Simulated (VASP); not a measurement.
# Si2Mo (MoSi2 type) (I4/mmm) in VASP: notebook, part 2 of 2

VASP 6.6.1. The steps go on from the part before.

## Step 4: Single point, PBEsol (volume scaled by 0.88)

The input, INCAR:

```
ALGO = Normal
EDIFF = 1E-7
ENCUT = 520
GGA = PS
ISIF = 2
ISMEAR = -1
LASPH = T
LCHARG = F
LREAL = F
LWAVE = F
NBANDS = 18
NELM = 60
PREC = Accurate
SIGMA = 0.05
```

The input, KPOINTS:

```
k-points
0
Gamma
  14 14 14
```

The input, POSCAR:

```
Si2Mo
1.0
   -1.5235431443      1.5235431443      3.7712263481
    1.5235431443     -1.5235431443      3.7712263481
    1.5235431443      1.5235431443     -3.7712263481
Mo Si
1 2
Direct
    0.0000000000      0.0000000000      0.0000000000
    0.3333994082      0.3333994082      0.0000000000
   -0.3333994082     -0.3333994082      0.0000000000
```

Potentials or basis: VASP PAW PBE potentials, release 64 (Mo_sv, Si).

Run with:

```
$ cat potpaw_PBE.64/Mo_sv/POTCAR potpaw_PBE.64/Si/POTCAR > POTCAR
$ mpirun -np 1 vasp_std > vasp.out
```

OUTCAR:

```text
EDIFF = 1E-7
   ENCUT = 520
   GGA = PS
   ISIF = 2
   ISMEAR = -1
   LASPH = T
   LREAL = F
   NELM = 60
   PREC = Accurate

 ion  position               nearest neighbor table
   1  0.000  0.000  0.000-   3 2.49   3 2.49   3 2.49   2 2.49   3 2.49   2 2.49   2 2.49   2 2.49
                             2 2.51   3 2.51
   2  0.333  0.333  0.000-   1 2.49   1 2.49   1 2.49   1 2.49   3 2.50   3 2.50   3 2.50   3 2.50
                             3 2.51   1 2.51
   3  0.667  0.667  0.000-   1 2.49   1 2.49   1 2.49   1 2.49   2 2.50   2 2.50   2 2.50   2 2.50
                             2 2.51   1 2.51

  LATTYP: Found a body centered tetragonal cell.
 ALAT       =     3.0470862886
 C/A-ratio  =     2.4753000020

  Lattice vectors:

 A1 = (  -1.5235431443,   1.5235431443,   3.7712263481)
 A2 = (   1.5235431443,  -1.5235431443,   3.7712263481)
 A3 = (   1.5235431443,   1.5235431443,  -3.7712263481)

Analysis of symmetry for initial positions (statically):
=====================================================================
 Subroutine PRICEL returns:
 Original cell was already a primitive cell.

 Routine SETGRP: Setting up the symmetry group for a
 body centered tetragonal supercell.

 Subroutine GETGRP returns: Found 16 space group operations
 (whereof 16 operations were pure point group operations)
 out of a pool of 16 trial point group operations.

The static configuration has the point symmetry D_4h.

Analysis of symmetry for dynamics (positions and initial velocities):
=====================================================================
 Subroutine PRICEL returns:
 Original cell was already a primitive cell.

 Routine SETGRP: Setting up the symmetry group for a
 body centered tetragonal supercell.

 Subroutine GETGRP returns: Found 16 space group operations
 (whereof 16 operations were pure point group operations)
 out of a pool of 16 trial point group operations.

The dynamic configuration has the point symmetry D_4h.

 Subroutine INISYM returns: Found 16 space group operations
 (whereof 16 operations are pure point group operations),
 and found     1 'primitive' translations

----------------------------------------------------------------------------------------

                                     Primitive cell

  volume of cell :      35.0148

  direct lattice vectors                    reciprocal lattice vectors
    -1.523543144  1.523543144  3.771226348     0.000000000  0.328182370  0.132582867
     1.523543144 -1.523543144  3.771226348     0.328182370  0.000000000  0.132582867
     1.523543144  1.523543144 -3.771226348     0.328182370  0.328182370  0.000000000

  length of vectors
     4.343330012  4.343330012  4.343330012     0.353951811  0.353951811  0.464119959

  position of ions in fractional coordinates (direct lattice)
     0.000000000  0.000000000  0.000000000
     0.333399408  0.333399408  0.000000000
     0.666600592  0.666600592  0.000000000

  ion indices of the primitive-cell ions
   primitive index   ion index
                 1           1
                 2           2
                 3           3

----------------------------------------------------------------------------------------

 KPOINTS: k-points

Automatic generation of k-mesh.
 Grid dimensions read from file:
 generate k-points for:   14   14   14

 Generating k-lattice:

  Cartesian coordinates                     Fractional coordinates (reciprocal lattice)
     0.000000000  0.023441598  0.009470205     0.071428571  0.000000000  0.000000000
     0.023441598  0.000000000  0.009470205     0.000000000  0.071428571  0.000000000
     0.023441598  0.023441598  0.000000000     0.000000000  0.000000000  0.071428571

  Length of vectors
     0.025282272  0.025282272  0.033151426

  Shift w.r.t. Gamma in fractional coordinates (k-lattice)
     0.000000000  0.000000000  0.000000000

 Subroutine IBZKPT returns following result:
 ===========================================

 Found    244 irreducible k-points:

 Following reciprocal coordinates:
            Coordinates               Weight
  0.000000  0.000000  0.000000      1.000000
  0.071429  0.000000  0.000000      8.000000
  0.142857 -0.000000  0.000000      8.000000
  0.214286 -0.000000  0.000000      8.000000
  0.285714 -0.000000  0.000000      8.000000
  0.357143  0.000000 -0.000000      8.000000
[... 16 lines left out ...]
  0.214286  0.142857  0.000000     16.000000
  0.285714  0.142857  0.000000     16.000000
 [... further k-points ...]
   k-points           NKPTS =    244   k-points in BZ     NKDIM =    244   number of bands    NBANDS=     18
   number of dos      NEDOS =    301   number of ions     NIONS =      3
   total plane-waves  NPLWV =  32768
   dimension x,y,z NGX =    32 NGY =   32 NGZ =   32
   dimension x,y,z NGXF=    64 NGYF=   64 NGZF=   64
   ions per type =               1   2
   NGX,Y,Z   is equivalent  to a cutoff of  12.25, 12.25, 12.25 a.u.
   NGXF,Y,Z  is equivalent  to a cutoff of  24.50, 24.50, 24.50 a.u.
 SYSTEM =  unknown system
   PREC   = accura    normal or accurate (medium, high low for compatibility)
   ISTART =      0    job   : 0-new  1-cont  2-samecut
   ICHARG =      2    charge: 1-file 2-atom 10-const
   ISPIN  =      1    spin polarized calculation?
   LNONCOLLINEAR =      F non collinear calculations
   LSORBIT =      F    spin-orbit coupling
   LASPH  =      T    aspherical Exc in radial PAW
   ENCUT  =  520.0 eV  38.22 Ry    6.18 a.u.   8.08  8.08  8.08*2*pi/ulx,y,z
   NELM   =     60;   NELMIN=  2; NELMDL= -5     # of ELM steps
   EDIFF  = 0.1E-06   stopping-criterion for ELM
   LREAL  =      F    real-space projection
   EDIFFG = 0.1E-05   stopping-criterion for IOM
   NSW    =      0    number of steps for IOM
   IBRION =     -1    ionic relax: 0-MD 1-quasi-New 2-CG
   NFREE  =      0    steps in history (QN), initial steepest desc. (CG)
   ISIF   =      2    stress and relaxation
   ISYM   =      2    0-nonsym 1-usesym 2-fastsym
   POTIM  = 0.5000    time-step for ionic-motion
   TEBEG  =    0.0;   TEEND  =   0.0 temperature during run
   PSTRESS=    0.0 pullay stress
   NELECT =      22.0000    total number of electrons
   NUPDOWN=      -1.0000    fix difference up-down
   EMIN   =  10.00;   EMAX   =-10.00  energy-range for DOS
   EFERMI =   0.00;   METHOD = LEGACY
   ISMEAR =    -1;   SIGMA  =   0.05  broadening in eV -4-tet -1-fermi 0-gaus
   EFERMI_NEDOS =   21; number of points for ismear=-14 and -15
   IALGO  =     38    algorithm
   IMIX   =      4    mixing-type and parameters
     AMIX     =   0.40;   BMIX     =  1.00
     AMIX_MAG =   1.60;   BMIX_MAG =  1.00
  volume/ion in A,a.u.               =      11.67        78.76
  Fermi-wavevector in a.u.,A,eV,Ry     =   1.402163  2.649703 26.749867  1.966060
  Thomas-Fermi vector in A             =   2.524952
   LORBIT       =      0    0 simple, 1 ext, 2 COOP (PROOUT), +10 PAW based schemes
   GGA     = PS    functional components
   LHFCALC =     F    Hartree Fock is set to
   AEXX    =    0.0000 exact exchange contribution
   IVDW    =     0    specifies the selected vdW correction
   LEPSILON=     F    determine dielectric tensor
   LRPA    =     F    only Hartree local field effects (RPA)
 non-spin polarized calculation
  energy-cutoff  :      520.00
  volume of cell :       35.01
 maximum number of plane-waves:       958
   NGX = 17   NGY = 17   NGZ = 17

 number of electron      22.0000000 magnetization

 Free energy of the ion-electron system (eV)
  ---------------------------------------------------
  ext. energy  EPLUGINS =         0.00000000
  ---------------------------------------------------
  free energy    TOTEN  =       -24.57164228 eV

  energy without entropy =      -24.56955864  energy(sigma->0) =      -24.57060046

 E-fermi :  14.3804     XC(G=0): -13.1834

 val. band max:       14.3514383738   @ k =  -0.4286   0.5000   0.2857
 cond. band min:      14.3822151347   @ k =  -0.3571  -0.4286   0.3571
 fundamental gap:      0.0307767609
 Fermi energy:        14.3803764238

 k-point     1 :       0.0000    0.0000    0.0000
  band No.  band energies     occupation
      1     -46.0745      2.00000
      2     -20.3919      2.00000
      3     -20.1841      2.00000
      4     -20.1841      2.00000
      5      -0.1778      2.00000
      6       7.0912      2.00000
[... 10 lines left out ...]
     17      20.2904      0.00000
     18      20.2904      0.00000
[... 463 lines left out ...]
 k-point    24 :       0.2857    0.1429    0.0000
  band No.  band energies     occupation
      1     -46.0448      2.00000
      2     -20.4514      2.00000
      3     -20.3659      2.00000
      4     -20.2406      2.00000
      5       1.9593      2.00000
      6       6.4765      2.00000
[... 10 lines left out ...]
     17      22.3207      0.00000
     18      23.6720      0.00000

 [... further k-points ...]
[... 5 lines left out ...]
  --------------------------------------------------------------------------------------
  -------------------------------------------------------------------------------------
  Total        8.2125508      8.2125508      8.2205895      0.0000000     -0.0000000      0.0000000
  in kB      375.7824969    375.7824969    376.1503209      0.0000000     -0.0000000      0.0000000
  external PRESSURE =     375.9051049 kB  Pullay stress =       0.0000000 kB

 VOLUME and BASIS-vectors are now :
 -----------------------------------------------------------------------------
  energy-cutoff  :      520.00
  volume of cell :       35.01
      direct lattice vectors                 reciprocal lattice vectors
    -1.523543144  1.523543144  3.771226348     0.000000000  0.328182370  0.132582867
     1.523543144 -1.523543144  3.771226348     0.328182370  0.000000000  0.132582867
     1.523543144  1.523543144 -3.771226348     0.328182370  0.328182370  0.000000000

 POSITION                                       TOTAL-FORCE (eV/Angst)
 -----------------------------------------------------------------------------------
      0.00000      0.00000      0.00000         0.000000      0.000000      0.000000
      0.00000      0.00000      2.51465        -0.000000     -0.000000     -0.008635
      0.00000      0.00000      5.02780         0.000000      0.000000      0.008635
 -----------------------------------------------------------------------------------
    total drift:                               -0.000000      0.000000      0.000000

  FREE ENERGIE OF THE ION-ELECTRON SYSTEM (eV)
  ---------------------------------------------------
  free  energy   TOTEN  =       -24.5716422762 eV

  energy  without entropy=      -24.5695586352  energy(sigma->0) =      -24.57060046
```

OSZICAR:

```text
N       E                     dE             d eps       ncg     rms          rms(c)
DAV:   1     0.123397982365E+03    0.12340E+03   -0.11475E+04  8792   0.118E+03
DAV:   2    -0.223628698649E+02   -0.14576E+03   -0.14283E+03 10348   0.307E+02
DAV:   3    -0.254206747189E+02   -0.30578E+01   -0.30297E+01 10856   0.398E+01
DAV:   4    -0.254355091541E+02   -0.14834E-01   -0.14824E-01 10246   0.308E+00
DAV:   5    -0.254356007256E+02   -0.91571E-04   -0.91567E-04 10406   0.252E-01    0.307E+01
DAV:   6    -0.246996557700E+02    0.73594E+00   -0.40567E+00  9364   0.145E+01    0.837E+00
DAV:   7    -0.246050561139E+02    0.94600E-01   -0.46327E-01  9276   0.431E+00    0.614E+00
DAV:   8    -0.245724842486E+02    0.32572E-01   -0.74495E-02  9520   0.211E+00    0.433E-01
DAV:   9    -0.245717491665E+02    0.73508E-03   -0.13689E-03 10008   0.315E-01    0.214E-01
DAV:  10    -0.245716491013E+02    0.10007E-03   -0.32362E-04 10052   0.150E-01    0.632E-02
DAV:  11    -0.245716428122E+02    0.62891E-05   -0.58150E-05  9778   0.561E-02    0.176E-02
DAV:  12    -0.245716429118E+02   -0.99584E-07   -0.55605E-06  9714   0.162E-02    0.795E-03
DAV:  13    -0.245716422949E+02    0.61685E-06   -0.95593E-07  9472   0.822E-03    0.157E-03
DAV:  14    -0.245716422762E+02    0.18766E-07   -0.19156E-08  4882   0.108E-03
   1 F= -.24571642E+02 E0= -.24570600E+02  d E =-.208364E-02
```

stdout:

```text
POSCAR found type information on POSCAR MoSi
 POSCAR found :  2 types and       3 ions
 scaLAPACK will be used
 -----------------------------------------------------------------------------
|                                                                             |
|                                                                             |
|     You enforced a specific xc type in the INCAR file but a different       |
|     I HOPE YOU KNOW WHAT YOU ARE DOING!                                     |
|                                                                             |
 -----------------------------------------------------------------------------

 LDA part: xc-table for (Slater+PW92), standard interpolation
 POSCAR, INCAR and KPOINTS ok, starting setup
 FFT: planning ... GRIDC
 FFT: planning ... GRID_SOFT
 FFT: planning ... GRID
 WAVECAR not read
 entering main loop
```

Wall time 2.8 min (1 thread of Intel Xeon Platinum 8375C at 2.90GHz (Ice Lake), shared host); peak memory 0.28 GiB.

What came out:

```
Free energy            : -24.5716 eV
Pressure               : 37.6 GPa
Largest force          : 0.009 eV/Å
Band gap on the k mesh : zero (band 11 reaches 15.05 eV, above the bottom of band 12 at 13.98 eV)
```

Forces on the atoms (eV/Å):
```
Mo   0.000  0.000  0.000
Si   0.000  0.000 -0.009
Si   0.000  0.000  0.009
```

Levels at points of the mesh, in eV from the Fermi level:
```
           k point  band 9  band 10  band 11  band 12  band 13  band 14
(0.00, 0.00, 0.00)   -3.01    -3.01     0.53     2.57     4.11     4.14
(0.50, 0.00, 0.00)   -3.15    -2.91    -0.69     2.82     3.38     4.46
(0.50, 0.50, 0.00)   -5.01    -3.72    -1.07     2.91     3.41     3.58
(0.50, 0.50, 0.50)   -0.71    -0.71    -0.40    -0.40     0.70     5.12
```

Caveat: the PAW data sets were made with another functional, which shifts forces and pressure a little.
